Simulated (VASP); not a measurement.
BaTiO3:

```xyz
5
Lattice="3.9632 0.0000 0.0000 0.0000 2.8579 2.8742 0.0000 -2.8579 2.8742" Properties=species:S:1:pos:R:3 pbc="T T T"
Ba    0.0000    0.0000    0.0285
Ti    1.9816    0.0000    2.9924
O     1.9816    1.3889    4.2180
O     1.9816   -1.3889    4.2180
O     0.0000    0.0000    2.7985
```

Base run:

```yaml
Program: VASP 6.6.1
Functional: r2SCAN
Potentials_or_basis: VASP PAW PBE potentials, release 64 (Ba_sv, Ti_sv, O)
Cutoff: 520 eV
k_mesh: 6 × 6 × 6
Occupations: gaussian, width 0.01 eV
Spin: no spin polarisation
```

Its results: band gap on the k mesh 2.64 eV, indirect (least direct gap 3.12 eV); pressure 1.9 GPa; largest force 0.174 eV/Å.

The run is repeated on the same cell with these changes: functional from r2SCAN to PBE; occupations from gaussian, width 0.01 eV to fermi-dirac, width 0.02 eV. What comes out?

Band gap on the k mesh 2.24 eV, indirect (least direct gap 2.70 eV); pressure 4.9 GPa; largest force 0.155 eV/Å.

Caveats: spin-orbit coupling is left out, which moves the levels of the heavy elements; the PAW data sets were made with another functional, which shifts forces and pressure a little (some runs).

A k mesh can miss the band edges.
